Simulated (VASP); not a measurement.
# SiC (P6_3mc) in VASP: notebook

SiC is run at these levels: PBEsol; tasks: single point.

All numbers are computed with VASP 6.6.1; they aren't measurements. Logs are shortened: lines on timing, memory, paths and dates and some standing lists are left out, and cuts for length are marked.

### Step 1. The cell of the first run

The structure is hexagonal, space group P6_3mc (No. 186). Conventional cell: a = 3.034 Å, b = 3.034 Å, c = 9.935 Å, α = 90.00°, β = 90.00°, γ = 120.00°. Within 2.5 Å of Si (site symmetry 3m) lie 4 C at 1.86 Å. Within 2.5 Å of Si (site symmetry 3m) lie 4 C at 1.86 to 1.87 Å. C (site symmetry 3m) has 4 Si at 1.86 Å within 2.5 Å. Within 2.5 Å of C (site symmetry 3m) lie 4 Si at 1.86 to 1.87 Å.

### Step 2. Single point, PBEsol (volume scaled by 0.96)

File INCAR:

```
PREC = Accurate
ENCUT = 520
EDIFF = 1E-6
ISMEAR = -1
SIGMA = 0.05
LREAL = F
LASPH = T
NELM = 80
ALGO = Normal
ISIF = 2
LWAVE = F
LCHARG = T
GGA = PS
LELF = T
LVHAR = T
NBANDS = 26
```

File KPOINTS:

```
Automatic mesh
0
Gamma
  10 10 3
```

File POSCAR:

```
SiC
1.0
    3.0341256196      0.0000000000      0.0000000000
   -1.5170628097      2.6276298648      0.0000000000
    0.0000000000      0.0000000000      9.9345399781
Si C
4 4
Direct
    0.0000000000      0.0000000000      0.1878943800
    0.0000000000      0.0000000000      0.6878943800
    0.3333333333      0.6666666667      0.4378419800
    0.6666666667      0.3333333333      0.9378419800
    0.0000000000      0.0000000000      0.0004600500
    0.0000000000      0.0000000000      0.5004600500
    0.3333333333      0.6666666667      0.2498025900
    0.6666666667      0.3333333333      0.7498025900
```

Potentials or basis: VASP PAW PBE potentials, release 64 (Si, C).

Launch:

```
cat potpaw_PBE.64/Si/POTCAR potpaw_PBE.64/C/POTCAR > POTCAR
mpirun -np 1 vasp_std > vasp.out
```

OUTCAR:

```text
PREC = Accurate
   ENCUT = 520
   EDIFF = 1E-6
   ISMEAR = -1
   LREAL = F
   LASPH = T
   NELM = 80
   ISIF = 2
   GGA = PS

 ion  position               nearest neighbor table
   1  0.000  0.000  0.188-   7 1.86   7 1.86   7 1.86   5 1.86   3 3.04   3 3.04   3 3.04   4 3.04
                             4 3.04   4 3.04
   2  0.000  0.000  0.688-   8 1.86   8 1.86   8 1.86   6 1.86   4 3.04   4 3.04   4 3.04   3 3.04
                             3 3.04   3 3.04
   3  0.333  0.667  0.438-   6 1.86   6 1.86   6 1.86   7 1.87   1 3.04   1 3.04   1 3.04   2 3.04
                             2 3.04   2 3.04
   4  0.667  0.333  0.938-   5 1.86   5 1.86   5 1.86   8 1.87   2 3.04   2 3.04   2 3.04   1 3.04
                             1 3.04   1 3.04
   5  0.000  0.000  0.000-   4 1.86   4 1.86   4 1.86   1 1.86
   6  0.000  0.000  0.500-   3 1.86   3 1.86   3 1.86   2 1.86
   7  0.333  0.667  0.250-   1 1.86   1 1.86   1 1.86   3 1.87
   8  0.667  0.333  0.750-   2 1.86   2 1.86   2 1.86   4 1.87

  LATTYP: Found a hexagonal cell.
 ALAT       =     3.0341256196
 C/A-ratio  =     3.2742678530

  Lattice vectors:

 A1 = (   3.0341256196,   0.0000000000,   0.0000000000)
 A2 = (  -1.5170628097,   2.6276298648,   0.0000000000)
 A3 = (   0.0000000000,   0.0000000000,   9.9345399781)

Analysis of symmetry for initial positions (statically):
=====================================================================
 Subroutine PRICEL returns:
 Original cell was already a primitive cell.

 Routine SETGRP: Setting up the symmetry group for a
 hexagonal supercell.

 Subroutine GETGRP returns: Found 12 space group operations
 (whereof  6 operations were pure point group operations)
 out of a pool of 24 trial point group operations.

The static configuration has the point symmetry C_3v.
 The point group associated with its full space group is C_6v.

Analysis of symmetry for dynamics (positions and initial velocities):
=====================================================================
 Subroutine PRICEL returns:
 Original cell was already a primitive cell.

 Routine SETGRP: Setting up the symmetry group for a
 hexagonal supercell.

 Subroutine GETGRP returns: Found 12 space group operations
 (whereof  6 operations were pure point group operations)
 out of a pool of 24 trial point group operations.

The dynamic configuration has the point symmetry C_3v.
 The point group associated with its full space group is C_6v.

 Subroutine INISYM returns: Found 12 space group operations
 (whereof  6 operations are pure point group operations),
 and found     1 'primitive' translations

----------------------------------------------------------------------------------------

                                     Primitive cell

  volume of cell :      79.2037

  direct lattice vectors                    reciprocal lattice vectors
     3.034125620  0.000000000  0.000000000     0.329584244  0.190285552  0.000000000
    -1.517062810  2.627629865  0.000000000     0.000000000  0.380571105  0.000000000
     0.000000000  0.000000000  9.934539978     0.000000000  0.000000000  0.100658913

  length of vectors
     3.034125620  3.034125620  9.934539978     0.380571105  0.380571105  0.100658913

  position of ions in fractional coordinates (direct lattice)
     0.000000000  0.000000000  0.187894380
     0.000000000  0.000000000  0.687894380
     0.333333333  0.666666667  0.437841980
     0.666666667  0.333333333  0.937841980
     0.000000000  0.000000000  0.000460050
     0.000000000  0.000000000  0.500460050
     0.333333333  0.666666667  0.249802590
     0.666666667  0.333333333  0.749802590

  ion indices of the primitive-cell ions
   primitive index   ion index
                 1           1
                 2           2
                 3           3
                 4           4
                 5           5
                 6           6
                 7           7
                 8           8

----------------------------------------------------------------------------------------

 KPOINTS: Automatic mesh

Automatic generation of k-mesh.
 Grid dimensions read from file:
 generate k-points for:   10   10    3

 Generating k-lattice:

  Cartesian coordinates                     Fractional coordinates (reciprocal lattice)
     0.032958424  0.019028555  0.000000000     0.100000000  0.000000000  0.000000000
     0.000000000  0.038057110  0.000000000     0.000000000  0.100000000  0.000000000
     0.000000000  0.000000000  0.033552971     0.000000000  0.000000000  0.333333333

  Length of vectors
     0.038057110  0.038057110  0.033552971

  Shift w.r.t. Gamma in fractional coordinates (k-lattice)
     0.000000000  0.000000000  0.000000000

 Subroutine IBZKPT returns following result:
 ===========================================

 Found     28 irreducible k-points:

 Following reciprocal coordinates:
            Coordinates               Weight
  0.000000  0.000000  0.000000      1.000000
  0.100000  0.000000  0.000000      6.000000
  0.200000  0.000000  0.000000      6.000000
  0.300000  0.000000  0.000000      6.000000
  0.400000  0.000000  0.000000      6.000000
  0.500000  0.000000  0.000000      3.000000
[... 16 lines left out ...]
  0.300000  0.100000  0.333333     24.000000
  0.400000  0.100000  0.333333     24.000000
 [... further k-points ...]
   k-points           NKPTS =     28   k-points in BZ     NKDIM =     28   number of bands    NBANDS=     26
   number of dos      NEDOS =    301   number of ions     NIONS =      8
   total plane-waves  NPLWV =  46080
   dimension x,y,z NGX =    24 NGY =   24 NGZ =   80
   dimension x,y,z NGXF=    48 NGYF=   48 NGZF=  160
   ions per type =               4   4
   NGX,Y,Z   is equivalent  to a cutoff of  13.15, 13.15, 13.39 a.u.
   NGXF,Y,Z  is equivalent  to a cutoff of  26.30, 26.30, 26.77 a.u.
 SYSTEM =  unknown system
   PREC   = accura    normal or accurate (medium, high low for compatibility)
   ISTART =      0    job   : 0-new  1-cont  2-samecut
   ICHARG =      2    charge: 1-file 2-atom 10-const
   ISPIN  =      1    spin polarized calculation?
   LNONCOLLINEAR =      F non collinear calculations
   LSORBIT =      F    spin-orbit coupling
   LASPH  =      T    aspherical Exc in radial PAW
   ENCUT  =  520.0 eV  38.22 Ry    6.18 a.u.   5.64  5.64 18.47*2*pi/ulx,y,z
   NELM   =     80;   NELMIN=  2; NELMDL= -5     # of ELM steps
   EDIFF  = 0.1E-05   stopping-criterion for ELM
   LREAL  =      F    real-space projection
   EDIFFG = 0.1E-04   stopping-criterion for IOM
   NSW    =      0    number of steps for IOM
   IBRION =     -1    ionic relax: 0-MD 1-quasi-New 2-CG
   NFREE  =      0    steps in history (QN), initial steepest desc. (CG)
   ISIF   =      2    stress and relaxation
   ISYM   =      2    0-nonsym 1-usesym 2-fastsym
   POTIM  = 0.5000    time-step for ionic-motion
   TEBEG  =    0.0;   TEEND  =   0.0 temperature during run
   PSTRESS=    0.0 pullay stress
   NELECT =      32.0000    total number of electrons
   NUPDOWN=      -1.0000    fix difference up-down
   EMIN   =  10.00;   EMAX   =-10.00  energy-range for DOS
   EFERMI =   0.00;   METHOD = LEGACY
   ISMEAR =    -1;   SIGMA  =   0.05  broadening in eV -4-tet -1-fermi 0-gaus
   EFERMI_NEDOS =   21; number of points for ismear=-14 and -15
   IALGO  =     38    algorithm
   IMIX   =      4    mixing-type and parameters
     AMIX     =   0.40;   BMIX     =  1.00
     AMIX_MAG =   1.60;   BMIX_MAG =  1.00
  volume/ion in A,a.u.               =       9.90        66.81
  Fermi-wavevector in a.u.,A,eV,Ry     =   1.210253  2.287047 19.928635  1.464713
  Thomas-Fermi vector in A             =   2.345806
   LORBIT       =      0    0 simple, 1 ext, 2 COOP (PROOUT), +10 PAW based schemes
   GGA     = PS    functional components
   LHFCALC =     F    Hartree Fock is set to
   AEXX    =    0.0000 exact exchange contribution
   IVDW    =     0    specifies the selected vdW correction
   LEPSILON=     F    determine dielectric tensor
   LRPA    =     F    only Hartree local field effects (RPA)
 non-spin polarized calculation
  energy-cutoff  :      520.00
  volume of cell :       79.20
 maximum number of plane-waves:      2161
 NGX is ok and might be reduce to    24
   NGX = 11   NGY = 11   NGZ = 37

 number of electron      31.9999998 magnetization

 Free energy of the ion-electron system (eV)
  ---------------------------------------------------
  ext. energy  EPLUGINS =         0.00000000
  ---------------------------------------------------
  free energy    TOTEN  =       -63.55404274 eV

  energy without entropy =      -63.55404273  energy(sigma->0) =      -63.55404274

 E-fermi :   9.6696     XC(G=0): -11.6925

 val. band max:        8.6283637480   @ k =   0.0000   0.0000   0.0000
 cond. band min:      10.7432319172   @ k =   0.5000   0.0000   0.0000
 fundamental gap:      2.1148681692
 Fermi energy:         9.6695972580

 k-point     1 :       0.0000    0.0000    0.0000
  band No.  band energies     occupation
      1      -7.2268      2.00000
      2      -6.0021      2.00000
      3      -5.9630      2.00000
      4      -3.4568      2.00000
      5      -0.2990      2.00000
      6       4.1385      2.00000
[... 18 lines left out ...]
     25      16.2757      0.00000
     26      16.8499      0.00000

 k-point     2 :       0.1000    0.0000    0.0000
  band No.  band energies     occupation
      1      -7.0464      2.00000
      2      -5.8275      2.00000
      3      -5.7875      2.00000
      4      -3.3046      2.00000
      5      -0.1303      2.00000
      6       4.1976      2.00000
[... 18 lines left out ...]
     25      16.3989      0.00000
     26      16.7133      0.00000

 k-point     3 :       0.2000    0.0000    0.0000
  band No.  band energies     occupation
      1      -6.5115      2.00000
      2      -5.3122      2.00000
      3      -5.2694      2.00000
      4      -2.8686      2.00000
      5       0.3570      2.00000
      6       3.9786      2.00000
[... 18 lines left out ...]
     25      17.0296      0.00000
     26      17.3487      0.00000

 k-point     4 :       0.3000    0.0000    0.0000
  band No.  band energies     occupation
      1      -5.6457      2.00000
      2      -4.4924      2.00000
      3      -4.4421      2.00000
      4      -2.2480      2.00000
      5       1.0214      2.00000
      6       2.3011      2.00000
[... 18 lines left out ...]
     25      17.4334      0.00000
     26      17.8941      0.00000

 k-point     5 :       0.4000    0.0000    0.0000
  band No.  band energies     occupation
      1      -4.5229      2.00000
      2      -3.5047      2.00000
      3      -3.4272      2.00000
      4      -1.8663      2.00000
      5       0.5464      2.00000
      6       0.9681      2.00000
[... 18 lines left out ...]
     25      17.6591      0.00000
     26      18.1943      0.00000

 k-point     6 :       0.5000    0.0000    0.0000
  band No.  band energies     occupation
      1      -3.6226      2.00000
      2      -3.0754      2.00000
      3      -2.7988      2.00000
      4      -2.0525      2.00000
      5      -0.1966      2.00000
      6       0.1403      2.00000
[... 427 lines left out ...]
 k-point    21 :       0.1000    0.1000    0.3333
  band No.  band energies     occupation
      1      -6.5493      2.00000
      2      -6.1354      2.00000
      3      -4.5668      2.00000
      4      -3.5775      2.00000
      5       0.9674      2.00000
      6       2.5260      2.00000
[... 18 lines left out ...]
     25      16.9749      0.00000
     26      17.0716      0.00000

 k-point    22 :       0.2000    0.1000    0.3333
  band No.  band energies     occupation
      1      -5.8504      2.00000
      2      -5.4456      2.00000
      3      -3.9248      2.00000
      4      -2.9888      2.00000
      5       1.4323      2.00000
      6       2.5624      2.00000
[... 18 lines left out ...]
     25      17.2731      0.00000
     26      17.4986      0.00000

 k-point    23 :       0.3000    0.1000    0.3333
  band No.  band energies     occupation
      1      -4.8526      2.00000
      2      -4.4694      2.00000
      3      -3.0732      2.00000
      4      -2.2869      2.00000
      5       1.1679      2.00000
      6       1.4526      2.00000
[... 18 lines left out ...]
     25      17.1315      0.00000
     26      18.1956      0.00000

 k-point    24 :       0.4000    0.1000    0.3333
  band No.  band energies     occupation
      1      -3.7248      2.00000
      2      -3.4187      2.00000
      3      -2.4681      2.00000
      4      -2.0824      2.00000
      5       0.2412      2.00000
      6       0.6345      2.00000
[... 18 lines left out ...]
     25      16.8000      0.00000
     26      17.6724      0.00000

 [... further k-points ...]
[... 5 lines left out ...]
  --------------------------------------------------------------------------------------
  -------------------------------------------------------------------------------------
  Total        5.3534964      5.3534964      5.2178983      0.0000000      0.0000000      0.0000000
  in kB      108.2935487    108.2935487    105.5505945      0.0000000      0.0000000      0.0000000
  external PRESSURE =     107.3792306 kB  Pullay stress =       0.0000000 kB

 VOLUME and BASIS-vectors are now :
 -----------------------------------------------------------------------------
  energy-cutoff  :      520.00
  volume of cell :       79.20
      direct lattice vectors                 reciprocal lattice vectors
     3.034125620  0.000000000  0.000000000     0.329584244  0.190285552  0.000000000
    -1.517062810  2.627629865  0.000000000     0.000000000  0.380571105  0.000000000
     0.000000000  0.000000000  9.934539978     0.000000000  0.000000000  0.100658913

 POSITION                                       TOTAL-FORCE (eV/Angst)
 -----------------------------------------------------------------------------------
      0.00000      0.00000      1.86664        -0.000000     -0.000000      0.008608
      0.00000      0.00000      6.83391         0.000000      0.000000      0.008608
     -0.00000      1.75175      4.34976        -0.000000      0.000000     -0.018778
      1.51706      0.87588      9.31703         0.000000      0.000000     -0.018778
      0.00000      0.00000      0.00457        -0.000000      0.000000     -0.000945
      0.00000      0.00000      4.97184        -0.000000      0.000000     -0.000945
     -0.00000      1.75175      2.48167         0.000000      0.000000      0.011114
      1.51706      0.87588      7.44894        -0.000000     -0.000000      0.011114
 -----------------------------------------------------------------------------------
    total drift:                               -0.000000     -0.000000      0.000329

  FREE ENERGIE OF THE ION-ELECTRON SYSTEM (eV)
  ---------------------------------------------------
  free  energy   TOTEN  =       -63.5540427350 eV

  energy  without entropy=      -63.5540427350  energy(sigma->0) =      -63.55404274
```

Wall time 20 s (1 thread of Intel Xeon 6975P-C (Granite Rapids), shared host); peak memory 0.22 GiB.

Results:

| Item | Value |
| --- | --- |
| Free energy | -63.5540 eV |
| Pressure | 10.7 GPa |
| Largest force | 0.019 eV/Å |
| Band gap on the k mesh | 2.11 eV, indirect (least direct gap 3.25 eV) |

Forces on the atoms (eV/Å):
```
Si   0.000  0.000  0.009
Si   0.000  0.000  0.009
Si   0.000  0.000 -0.019
Si   0.000  0.000 -0.019
C    0.000  0.000 -0.001
C    0.000  0.000 -0.001
C    0.000  0.000  0.011
C    0.000  0.000  0.011
```

Stress tensor (GPa, compression positive):
```
10.83  0.00  0.00
 0.00 10.83  0.00
 0.00  0.00 10.56
```

Levels at points of the mesh, in eV from the valence-band top:
| k point | band 14 | band 15 | band 16 | band 17 | band 18 | band 19 |
| --- | --- | --- | --- | --- | --- | --- |
| (0.00, 0.00, 0.00) | -0.05 | 0.00 | 0.00 | 5.41 | 5.98 | 6.64 |
| (0.50, 0.00, 0.00) | -2.28 | -1.62 | -1.14 | 2.11 | 2.27 | 4.24 |

Caveat: the PAW data sets were made with another functional, which shifts forces and pressure a little.

### Step 3. Single point, PBEsol (volume scaled by 0.98)

File INCAR:

```
ALGO = Normal
EDIFF = 1E-6
ENCUT = 520
GGA = PS
ISIF = 2
ISMEAR = -1
LASPH = T
LCHARG = F
LREAL = F
LWAVE = F
NBANDS = 26
NELM = 60
PREC = Accurate
SIGMA = 0.05
```

File KPOINTS:

```
k-points
0
Gamma
  10 10 3
```

Edit POSCAR of step 2 so:

```diff
@@ -2,5 +2,5 @@
 1.0
-    3.0341256196      0.0000000000      0.0000000000
-   -1.5170628097      2.6276298648      0.0000000000
-    0.0000000000      0.0000000000      9.9345399781
+    3.0550512851      0.0000000000      0.0000000000
+   -1.5275256425      2.6457520228      0.0000000000
+    0.0000000000      0.0000000000     10.0030562121
 Si C
```

Potentials or basis: VASP PAW PBE potentials, release 64 (Si, C).

Launch:

```
cat potpaw_PBE.64/Si/POTCAR potpaw_PBE.64/C/POTCAR > POTCAR
mpirun -np 1 vasp_std > vasp.out
```

Run time: 20 s. Hardware: 1 thread of Intel Xeon 6975P-C (Granite Rapids), shared host; peak memory 0.21 GiB.

Results (log left out):

```
Free energy            : -63.6379 eV
Pressure               : 5.5 GPa
Largest force          : 0.011 eV/Å
Band gap on the k mesh : 2.11 eV, indirect (least direct gap 3.24 eV)
```

Forces on the atoms (eV/Å):
```
Si   0.000  0.000  0.005
Si   0.000  0.000  0.005
Si   0.000  0.000 -0.011
Si   0.000  0.000 -0.011
C    0.000  0.000 -0.001
C    0.000  0.000 -0.001
C    0.000  0.000  0.007
C    0.000  0.000  0.007
```

Stress tensor (GPa, compression positive):
```
5.60 0.00 0.00
0.00 5.60 0.00
0.00 0.00 5.40
```

Levels at points of the mesh, in eV from the valence-band top:
```csv
k point,band 13,band 14,band 15,band 16,band 17,band 18,band 19,band 20
"(0.00, 0.00, 0.00)",-0.59,-0.05,0.00,0.00,5.23,5.81,6.45,6.50
"(0.50, 0.00, 0.00)",-2.41,-2.26,-1.61,-1.13,2.11,2.25,4.18,4.79
```

Caveat: the PAW data sets were made with another functional, which shifts forces and pressure a little. A k mesh can miss the band edges.
